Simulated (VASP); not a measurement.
Input of a VASP 6.6.1 run:

Contents of INCAR:

```
ALGO = Normal ; EDIFF = 1E-7
ENCUT = 520 ; GGA = PE
ISIF = 2 ; ISMEAR = 0
LASPH = True ; LCHARG = False
LREAL = False ; LWAVE = False
NBANDS = 20 ; NELM = 60
PREC = Accurate ; SIGMA = 0.1
```

KPOINTS

```
k-points
0
Gamma
  6 6 6
```

The input POSCAR:

```
CsIr2
1.0
   -1.7690904674      1.7690904674      6.4287238005
    1.7690904674     -1.7690904674      6.4287238005
    1.7690904674      1.7690904674     -6.4287238005
Cs Ir
1 2
Direct
    0.0000000000      0.0000000000      0.0000000000
    0.7345987686      0.7345987686      0.0000000000
    0.2654012314      0.2654012314      0.0000000000
```

Potentials or basis: VASP PAW PBE potentials, release 64 (Cs_sv, Ir).

Command:

```sh
$ cat potpaw_PBE.64/Cs_sv/POTCAR potpaw_PBE.64/Ir/POTCAR > POTCAR
$ mpirun -np 1 vasp_std > vasp.out
```

Task: What does it give for the largest force?

Result: 0.030 eV/Å.

Task: Predict the pressure.

Result: 0.1 GPa.

Task: Predict the band gap on the k mesh.

Result: Zero (an odd number of electrons rules out a gap without spin polarisation).

Forces on the atoms (eV/Å):
```
Cs   0.000  0.000  0.000
Ir   0.000  0.000 -0.030
Ir   0.000  0.000  0.030
```

Caveat: spin-orbit coupling is left out, which moves the levels of the heavy elements.
